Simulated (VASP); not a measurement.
CdS, 2 atoms in the cell. It takes space group P3m1 (No. 156, trigonal). The conventional cell has a = 4.010 Å, b = 4.010 Å, c = 6.554 Å, α = 90.00°, β = 90.00°, γ = 120.00°. Within 3.1 Å of Cd (site symmetry 3m) lie 3 S at 2.32 Å. Within 3.1 Å of S (site symmetry 3m) lie 3 Cd at 2.32 Å.  This cell differs from its parent crystal: ratio of the length along z to the lengths across it x 1.2, volume and fractional coordinates fixed.

```yaml
Program: VASP 6.6.1
Task: single point
Functional: PBEsol
Potentials_or_basis: VASP PAW PBE potentials, release 64 (Cd_sv_GW, S)
Cutoff: 540 eV
k_mesh: 9 × 9 × 6
Occupations: gaussian, width 0.05 eV
Spin: no spin polarisation
Dipole_correction: no
Second_run: valence_matched
Further_INCAR_settings: ALGO = Normal; EDIFF = 1e-06; NBANDS = 20
```

Potentials or basis: VASP PAW PBE potentials, release 64 (Cd_sv_GW, S).

The run is started by

```bash
$ cat potpaw_PBE.64/Cd_sv_GW/POTCAR potpaw_PBE.64/S/POTCAR > POTCAR
$ mpirun -np 1 vasp_std > vasp.out
```

Hardware: 1 thread of Intel(R) Xeon(R) Platinum 8488C (Sapphire Rapids) (shared host).

Task: Estimate the wall time of this run.

Result: It took 2.5 min on 1 thread of Intel(R) Xeon(R) Platinum 8488C (Sapphire Rapids), on a shared host, peak memory 0.29 GiB. Counts: scf iterations 15, k points 62.
